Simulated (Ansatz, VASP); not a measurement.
**One calculation of BN, two programs**

```
B N
1.0
     2.49747    0.00000    0.00000
    -1.24873    2.16287    0.00000
     0.00000    0.00000    4.13258
B N
2 2
Direct
  0.33333 0.66667 0.99991
  0.66667 0.33333 0.49991
  0.33333 0.66667 0.37409
  0.66667 0.33333 0.87409
```

Alike in both runs: task single point; functional LDA; k mesh 9 × 9 × 6; no spin polarisation.

|  | VASP | Ansatz |
| --- | --- | --- |
| version | VASP 6.6.1 | Ansatz 0.2.0 |
| potentials or method | VASP PAW LDA potentials, release 64 (B, N), cutoff 520 eV | scalar-relativistic, plane waves, PAW |
| occupations | gaussian, width 0.01 eV | fixed |
| valence electrons in the cell | 16 | 16 |

```csv
,VASP,Ansatz,Ansatz less VASP
gap on the k mesh at the Fermi level (eV),4.84,4.86,+0.020
least direct gap on the mesh (eV),8.42,8.42,+0.006
pressure (GPa),14.2,12.8,-1.40
"traceless stress, the component that is largest in VASP (GPa)",0.17,0.18,+0.007
```

Ansatz warns that its potentials were made for another functional, while VASP's fit it. LDA's correlation is that of Perdew and Zunger in VASP and of Perdew and Wang (1992) in Ansatz.
